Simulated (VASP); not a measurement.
Input of a VASP 6.6.1 run:

File INCAR:

```
SYSTEM = HfN
  PREC = Accurate
  ENCUT = 520
  EDIFF = 1E-6
  ISMEAR = 0
  SIGMA = 0.15
  LREAL = .FALSE.
  LASPH = .TRUE.
  NELM = 80
  ALGO = Normal
  ISIF = 2
  LWAVE = .FALSE.
  LCHARG = .TRUE.
  GGA = PE
  LELF = .TRUE.
  LVHAR = .TRUE.
  NBANDS = 14
```

The input KPOINTS:

```
Automatic mesh
0
G
  18 18 18
  0 0 0
```

File POSCAR:

```
HfN
1.0
    0.0000000000      2.3719500000      2.3719500000
    2.3719500000      0.0000000000      2.3719500000
    2.3719500000      2.3719500000      0.0000000000
Hf N
1 1
Direct
    0.0000000000      0.0000000000      0.0000000000
    0.5000000000      0.5000000000      0.5000000000
```

Potentials or basis: VASP PAW PBE potentials, release 64 (Hf_pv, N).

Launch:

```sh
$ cat potpaw_PBE.64/Hf_pv/POTCAR potpaw_PBE.64/N/POTCAR > POTCAR
$ mpirun -np 1 vasp_std > vasp.out
```

(1) Predict the pressure.

Results:

(1) -27.2 GPa.

Caveat: the cell differs from its parent crystal (strain +0.050 along x and y, +0.050 along z).
